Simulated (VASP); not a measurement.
The system is MgH2.

```xyz
3
Lattice="0.0000 2.3811 2.3811 2.3811 0.0000 2.3811 2.3811 2.3811 0.0000" Properties=species:S:1:pos:R:3 pbc="T T T"
Mg    0.0000    0.0000    0.0000
H     3.5716    3.5716    3.5716
H     1.1905    1.1905    1.1905
```

Base run:

- Program: VASP 6.6.1
- Functional: PBE
- Potentials or basis: VASP PAW PBE potentials, release 64 (Mg, H)
- Cutoff: 600 eV
- k mesh: 8 × 8 × 8
- Occupations: gaussian, width 0.1 eV
- Spin: no spin polarisation

Its results: band gap on the k mesh zero (band 2 reaches 3.84 eV, above the bottom of band 3 at 2.58 eV); pressure -0.6 GPa.

Task: The run is repeated on the same cell with these changes: k mesh from 8 × 8 × 8 to 2 × 2 × 2. What comes out?

Result: Band gap on the k mesh zero (band 2 reaches 3.54 eV, above the bottom of band 3 at 2.49 eV); pressure -2.7 GPa.

Caveats: some runs use coarse meshes.
